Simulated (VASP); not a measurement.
# SnSe (Fm-3m) in VASP: notebook

SnSe is run at these levels: PBE; tasks: single point.

All numbers are computed with VASP 6.6.1; they aren't measurements. Logs are shortened: lines on timing, memory, paths and dates and some standing lists are left out, and cuts for length are marked.

## Step 1: The cell of the first run

Symmetry: Fm-3m, No. 225, cubic system. The conventional cell has a = 6.048 Å, b = 6.048 Å, c = 6.048 Å, α = 90.00°, β = 90.00°, γ = 90.00°. Sn (site symmetry m-3m) has 6 Se at 3.02 Å within 4.0 Å. Se (site symmetry m-3m) has 6 Sn at 3.02 Å within 4.0 Å.

## Step 2: Single point, PBE

INCAR

```
SYSTEM = SnSe
ALGO     = Normal         ! electronic algorithm
EDIFF    = 1E-7           ! SCF threshold, eV
ENCUT    = 520            ! plane-wave cutoff, eV
GGA      = PE             ! functional
ISIF     = 2              ! what is computed and relaxed
ISMEAR   = 0              ! smearing method
LASPH    = .True.         ! aspherical terms in the spheres
LCHARG   = .False.        ! write CHGCAR
LREAL    = .False.        ! projectors in reciprocal space
LWAVE    = .False.        ! write WAVECAR
NBANDS   = 17             ! bands
NELM     = 80             ! most SCF steps
PREC     = Accurate       ! precision mode
SIGMA    = 0.05           ! smearing width, eV
```

KPOINTS

```
k-points
0
Gamma
  10 10 10
  0 0 0
```

POSCAR

```
SnSe
1.0
    0.0000000000      3.0240213833      3.0240213833
    3.0240213833      0.0000000000      3.0240213833
    3.0240213833      3.0240213833      0.0000000000
Sn Se
1 1
Direct
    0.0000000000      0.0000000000      0.0000000000
    0.5000000000      0.5000000000      0.5000000000
```

Potentials or basis: VASP PAW PBE potentials, release 64 (Sn_d, Se).

Run with:

```console
> cat potpaw_PBE.64/Sn_d/POTCAR potpaw_PBE.64/Se/POTCAR > POTCAR
> mpirun -np 1 vasp_std > vasp.out
```

OUTCAR:

```text
SYSTEM = SnSe
   EDIFF = 1E-7
   ENCUT = 520
   GGA = PE
   ISIF = 2
   ISMEAR = 0
   LASPH = .True.
   LREAL = .False.
   NELM = 80
   PREC = Accurate

 ion  position               nearest neighbor table
   1  0.000  0.000  0.000-   2 3.02   2 3.02   2 3.02   2 3.02   2 3.02   2 3.02
   2  0.500  0.500  0.500-   1 3.02   1 3.02   1 3.02   1 3.02   1 3.02   1 3.02

  LATTYP: Found a face centered cubic cell.
 ALAT       =     6.0480427666

  Lattice vectors:

 A1 = (   0.0000000000,   3.0240213833,   3.0240213833)
 A2 = (   3.0240213833,   0.0000000000,   3.0240213833)
 A3 = (   3.0240213833,   3.0240213833,   0.0000000000)

Analysis of symmetry for initial positions (statically):
=====================================================================
 Subroutine PRICEL returns:
 Original cell was already a primitive cell.

 Routine SETGRP: Setting up the symmetry group for a
 face centered cubic supercell.

 Subroutine GETGRP returns: Found 48 space group operations
 (whereof 48 operations were pure point group operations)
 out of a pool of 48 trial point group operations.

The static configuration has the point symmetry O_h .

Analysis of symmetry for dynamics (positions and initial velocities):
=====================================================================
 Subroutine PRICEL returns:
 Original cell was already a primitive cell.

 Routine SETGRP: Setting up the symmetry group for a
 face centered cubic supercell.

 Subroutine GETGRP returns: Found 48 space group operations
 (whereof 48 operations were pure point group operations)
 out of a pool of 48 trial point group operations.

The dynamic configuration has the point symmetry O_h .

 Subroutine INISYM returns: Found 48 space group operations
 (whereof 48 operations are pure point group operations),
 and found     1 'primitive' translations

----------------------------------------------------------------------------------------

                                     Primitive cell

  volume of cell :      55.3076

  direct lattice vectors                    reciprocal lattice vectors
     0.000000000  3.024021383  3.024021383    -0.165342746  0.165342746  0.165342746
     3.024021383  0.000000000  3.024021383     0.165342746 -0.165342746  0.165342746
     3.024021383  3.024021383  0.000000000     0.165342746  0.165342746 -0.165342746

  length of vectors
     4.276612053  4.276612053  4.276612053     0.286382037  0.286382037  0.286382037

  position of ions in fractional coordinates (direct lattice)
     0.000000000  0.000000000  0.000000000
     0.500000000  0.500000000  0.500000000

  ion indices of the primitive-cell ions
   primitive index   ion index
                 1           1
                 2           2

----------------------------------------------------------------------------------------

 KPOINTS: k-points

Automatic generation of k-mesh.
 Grid dimensions read from file:
 generate k-points for:   10   10   10

 Generating k-lattice:

  Cartesian coordinates                     Fractional coordinates (reciprocal lattice)
    -0.016534275  0.016534275  0.016534275     0.100000000  0.000000000  0.000000000
     0.016534275 -0.016534275  0.016534275     0.000000000  0.100000000  0.000000000
     0.016534275  0.016534275 -0.016534275     0.000000000  0.000000000  0.100000000

  Length of vectors
     0.028638204  0.028638204  0.028638204

  Shift w.r.t. Gamma in fractional coordinates (k-lattice)
     0.000000000  0.000000000  0.000000000

 Subroutine IBZKPT returns following result:
 ===========================================

 Found     47 irreducible k-points:

 Following reciprocal coordinates:
            Coordinates               Weight
  0.000000  0.000000  0.000000      1.000000
  0.100000  0.000000  0.000000      8.000000
  0.200000  0.000000  0.000000      8.000000
  0.300000  0.000000  0.000000      8.000000
  0.400000  0.000000  0.000000      8.000000
  0.500000  0.000000  0.000000      4.000000
[... 16 lines left out ...]
  0.300000  0.300000  0.000000      6.000000
  0.400000  0.300000  0.000000     24.000000
 [... further k-points ...]
   k-points           NKPTS =     47   k-points in BZ     NKDIM =     47   number of bands    NBANDS=     17
   number of dos      NEDOS =    301   number of ions     NIONS =      2
   total plane-waves  NPLWV =  32768
   dimension x,y,z NGX =    32 NGY =   32 NGZ =   32
   dimension x,y,z NGXF=    64 NGYF=   64 NGZF=   64
   ions per type =               1   1
   NGX,Y,Z   is equivalent  to a cutoff of  12.44, 12.44, 12.44 a.u.
   NGXF,Y,Z  is equivalent  to a cutoff of  24.88, 24.88, 24.88 a.u.
 SYSTEM =  SnSe
   PREC   = accura    normal or accurate (medium, high low for compatibility)
   ISTART =      0    job   : 0-new  1-cont  2-samecut
   ICHARG =      2    charge: 1-file 2-atom 10-const
   ISPIN  =      1    spin polarized calculation?
   LNONCOLLINEAR =      F non collinear calculations
   LSORBIT =      F    spin-orbit coupling
   LASPH  =      T    aspherical Exc in radial PAW
   ENCUT  =  520.0 eV  38.22 Ry    6.18 a.u.   7.95  7.95  7.95*2*pi/ulx,y,z
   NELM   =     80;   NELMIN=  2; NELMDL= -5     # of ELM steps
   EDIFF  = 0.1E-06   stopping-criterion for ELM
   LREAL  =      F    real-space projection
   EDIFFG = 0.1E-05   stopping-criterion for IOM
   NSW    =      0    number of steps for IOM
   IBRION =     -1    ionic relax: 0-MD 1-quasi-New 2-CG
   NFREE  =      0    steps in history (QN), initial steepest desc. (CG)
   ISIF   =      2    stress and relaxation
   ISYM   =      2    0-nonsym 1-usesym 2-fastsym
   POTIM  = 0.5000    time-step for ionic-motion
   TEBEG  =    0.0;   TEEND  =   0.0 temperature during run
   PSTRESS=    0.0 pullay stress
   NELECT =      20.0000    total number of electrons
   NUPDOWN=      -1.0000    fix difference up-down
   EMIN   =  10.00;   EMAX   =-10.00  energy-range for DOS
   EFERMI =   0.00;   METHOD = LEGACY
   ISMEAR =     0;   SIGMA  =   0.05  broadening in eV -4-tet -1-fermi 0-gaus
   EFERMI_NEDOS =   21; number of points for ismear=-14 and -15
   IALGO  =     38    algorithm
   IMIX   =      4    mixing-type and parameters
     AMIX     =   0.40;   BMIX     =  1.00
     AMIX_MAG =   1.60;   BMIX_MAG =  1.00
  volume/ion in A,a.u.               =      27.65       186.62
  Fermi-wavevector in a.u.,A,eV,Ry     =   1.166335  2.204054 18.508513  1.360337
  Thomas-Fermi vector in A             =   2.302849
   LORBIT       =      0    0 simple, 1 ext, 2 COOP (PROOUT), +10 PAW based schemes
   GGA     = PE    functional components
   LHFCALC =     F    Hartree Fock is set to
   AEXX    =    0.0000 exact exchange contribution
   IVDW    =     0    specifies the selected vdW correction
   LEPSILON=     F    determine dielectric tensor
   LRPA    =     F    only Hartree local field effects (RPA)
 non-spin polarized calculation
 Gauss-broadening in eV      SIGMA  =   0.05
  energy-cutoff  :      520.00
  volume of cell :       55.31
 maximum number of plane-waves:      1524
   NGX = 15   NGY = 15   NGZ = 15

 number of electron      20.0000002 magnetization

 Free energy of the ion-electron system (eV)
  ---------------------------------------------------
  ext. energy  EPLUGINS =         0.00000000
  ---------------------------------------------------
  free energy    TOTEN  =        -8.21654946 eV

  energy without entropy =       -8.21654946  energy(sigma->0) =       -8.21654946

 E-fermi :   5.6992     XC(G=0):  -9.5338

 val. band max:        5.4425875302   @ k =   0.5000   0.0000   0.0000
 cond. band min:       5.9355866574   @ k =  -0.4000   0.1000   0.0000
 fundamental gap:      0.4929991272
 Fermi energy:         5.6992489059

 k-point     1 :       0.0000    0.0000    0.0000
  band No.  band energies     occupation
      1     -16.1738      2.00000
      2     -16.1738      2.00000
      3     -16.1738      2.00000
      4     -16.1709      2.00000
      5     -16.1709      2.00000
      6      -8.3339      2.00000
[... 9 lines left out ...]
     16      11.3188      0.00000
     17      13.5760      0.00000

 k-point     2 :       0.1000    0.0000    0.0000
  band No.  band energies     occupation
      1     -16.1735      2.00000
      2     -16.1732      2.00000
      3     -16.1732      2.00000
      4     -16.1710      2.00000
      5     -16.1710      2.00000
      6      -8.2653      2.00000
[... 9 lines left out ...]
     16      11.5589      0.00000
     17      14.2501      0.00000

 k-point     3 :       0.2000    0.0000    0.0000
  band No.  band energies     occupation
      1     -16.1742      2.00000
      2     -16.1742      2.00000
      3     -16.1729      2.00000
      4     -16.1688      2.00000
      5     -16.1688      2.00000
      6      -8.0726      2.00000
[... 9 lines left out ...]
     16      12.1864      0.00000
     17      15.7781      0.00000

 k-point     4 :       0.3000    0.0000    0.0000
  band No.  band energies     occupation
      1     -16.1764      2.00000
      2     -16.1764      2.00000
      3     -16.1722      2.00000
      4     -16.1652      2.00000
      5     -16.1652      2.00000
      6      -7.8010      2.00000
[... 9 lines left out ...]
     16      13.1589      0.00000
     17      17.2596      0.00000
[... 343 lines left out ...]
      1     -16.1768      2.00000
      2     -16.1750      2.00000
      3     -16.1714      2.00000
      4     -16.1678      2.00000
      5     -16.1640      2.00000
      6      -7.7105      2.00000
[... 9 lines left out ...]
     16      14.8050      0.00000
     17      15.1904      0.00000

 k-point    23 :       0.3000    0.3000    0.0000
  band No.  band energies     occupation
      1     -16.1860      2.00000
      2     -16.1777      2.00000
      3     -16.1663      2.00000
      4     -16.1631      2.00000
      5     -16.1631      2.00000
      6      -7.6299      2.00000
[... 9 lines left out ...]
     16      15.5862      0.00000
     17      15.5888      0.00000

 k-point    24 :       0.4000    0.3000    0.0000
  band No.  band energies     occupation
      1     -16.1892      2.00000
      2     -16.1776      2.00000
      3     -16.1667      2.00000
      4     -16.1613      2.00000
      5     -16.1604      2.00000
      6      -7.4341      2.00000
[... 9 lines left out ...]
     16      16.0516      0.00000
     17      16.7657      0.00000

 [... further k-points ...]

------------------------ aborting loop because EDIFF is reached ----------------------------------------

  FORCE on cell =-STRESS in cart. coord.  units (eV):
  Direction    XX          YY          ZZ          XY          YZ          ZX
  --------------------------------------------------------------------------------------
  -------------------------------------------------------------------------------------
  Total        0.1073514      0.1073514      0.1073514      0.0000000     -0.0000000      0.0000000
  in kB        3.1098102      3.1098102      3.1098102      0.0000000     -0.0000000      0.0000000
  external PRESSURE =       3.1098102 kB  Pullay stress =       0.0000000 kB

 VOLUME and BASIS-vectors are now :
 -----------------------------------------------------------------------------
  energy-cutoff  :      520.00
  volume of cell :       55.31
      direct lattice vectors                 reciprocal lattice vectors
     0.000000000  3.024021383  3.024021383    -0.165342746  0.165342746  0.165342746
     3.024021383  0.000000000  3.024021383     0.165342746 -0.165342746  0.165342746
     3.024021383  3.024021383  0.000000000     0.165342746  0.165342746 -0.165342746

 POSITION                                       TOTAL-FORCE (eV/Angst)
 -----------------------------------------------------------------------------------
      0.00000      0.00000      0.00000         0.000000      0.000000      0.000000
      3.02402      3.02402      3.02402         0.000000      0.000000      0.000000
 -----------------------------------------------------------------------------------
    total drift:                                0.000000     -0.000000     -0.000000

  FREE ENERGIE OF THE ION-ELECTRON SYSTEM (eV)
  ---------------------------------------------------
  free  energy   TOTEN  =        -8.2165494569 eV

  energy  without entropy=       -8.2165494569  energy(sigma->0) =       -8.21654946
```

Run time: 31 s. Hardware: 1 thread of Intel Xeon Platinum 8488C (Sapphire Rapids), shared host; peak memory 0.2 GiB.

Results:

```yaml
Free_energy: -8.2165 eV
Pressure: 0.3 GPa
Band_gap_on_the_k_mesh: 0.49 eV, indirect (least direct gap 0.52 eV)
```

Levels at points of the mesh, in eV from the valence-band top:
| k point | band 8 | band 9 | band 10 | band 11 | band 12 | band 13 |
| --- | --- | --- | --- | --- | --- | --- |
| (0.00, 0.00, 0.00) | -2.15 | -2.15 | -2.15 | 4.26 | 4.26 | 4.26 |
| (0.50, 0.00, 0.00) | -1.91 | -1.91 | 0.00 | 0.52 | 1.25 | 1.25 |
| (0.50, 0.50, 0.00) | -5.38 | -3.57 | -3.57 | 3.07 | 5.26 | 5.26 |

Caveat: spin-orbit coupling is left out, which moves the levels of the heavy elements. A k mesh can miss the band edges.

## Step 3: Single point, PBE

This run uses another cell than the first one, of 27.83 Å³/atom, 1.006 times its volume.

INCAR

```
PREC = Accurate
ENCUT = 520
EDIFF = 1E-6
ISMEAR = 0
SIGMA = 0.05
LREAL = False
LASPH = True
NELM = 100
ALGO = Normal
ISIF = 2
LWAVE = False
LCHARG = True
GGA = PE
LELF = True
LVHAR = True
NBANDS = 17
```

KPOINTS

```
Automatic mesh
0
Gamma
  10 10 10
```

POSCAR

```
SnSe
1.0
    0.0000000000      3.0305349649      3.0305349649
    3.0305349649      0.0000000000      3.0305349649
    3.0305349649      3.0305349649      0.0000000000
Sn Se
1 1
Direct
    0.0000000000      0.0000000000      0.0000000000
    0.5000000000      0.5000000000      0.5000000000
```

Potentials or basis: VASP PAW PBE potentials, release 64 (Sn_d, Se).

Run with:

```console
> cat potpaw_PBE.64/Sn_d/POTCAR potpaw_PBE.64/Se/POTCAR > POTCAR
> mpirun -np 1 vasp_std > vasp.out
```

Wall time 32 s (1 thread of Intel Xeon Platinum 8488C (Sapphire Rapids), shared host); peak memory 0.2 GiB.

The run converged. Its results:

| Property | Result |
| --- | --- |
| Free energy | -8.2170 eV |
| Pressure | 0.0 GPa |
| Band gap on the k mesh | 0.49 eV, indirect (least direct gap 0.50 eV) |

Levels at points of the mesh, in eV from the valence-band top:
| k point | band 8 | band 9 | band 10 | band 11 | band 12 | band 13 |
| --- | --- | --- | --- | --- | --- | --- |
| (0.00, 0.00, 0.00) | -2.14 | -2.14 | -2.14 | 4.23 | 4.23 | 4.23 |
| (0.50, 0.00, 0.00) | -1.90 | -1.90 | 0.00 | 0.50 | 1.25 | 1.25 |
| (0.50, 0.50, 0.00) | -5.34 | -3.55 | -3.55 | 3.09 | 5.22 | 5.22 |

Caveat: spin-orbit coupling is left out, which moves the levels of the heavy elements. A k mesh can miss the band edges.
